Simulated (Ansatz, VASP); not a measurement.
SnO in VASP and in Ansatz

```xyz
4
Lattice="3.4950 0.0000 0.0000 -1.7475 3.0267 0.0000 0.0000 0.0000 5.7504" Properties=species:S:1:pos:R:3 pbc="T T T"
Sn    0.0000    2.0178    2.1457
Sn    1.7475    1.0089    5.0208
O     0.0000    2.0178    0.0000
O     1.7475    1.0089    2.8752
```

Alike in both runs: task relaxation of cell and atoms; functional PBE; k mesh 6 × 6 × 4; occupations gaussian, width 0.1 eV; no spin polarisation.

```csv
,VASP,Ansatz
version,VASP 6.6.1,Ansatz 0.2.0
potentials or method,"VASP PAW PBE potentials, release 64 (Sn_d, O_h), cutoff 910 eV","scalar-relativistic, plane waves, PAW"
valence electrons in the cell,40,40
```

Ansatz gave:

```
gap on the k mesh at the Fermi level, each at its own relaxed structure (eV) : 1.48
relaxed volume (Å³/atom)                                                     : 21.75
relaxed cell length with the largest relative difference (Å)                 : 8.860
```

Task: Which values does VASP return?

Result: gap on the k mesh at the Fermi level, each at its own relaxed structure (eV): 0.94; relaxed volume (Å³/atom): 20.04; relaxed cell length with the largest relative difference (Å): 6.354.

One of these differences is far larger than is usual between the two programs; its cause wasn't traced.

Noted on VASP's run: the cutoff is short for stress, so the pressure is rough; the volume moved by over 15 % at a fixed basis, so the end points are rough.
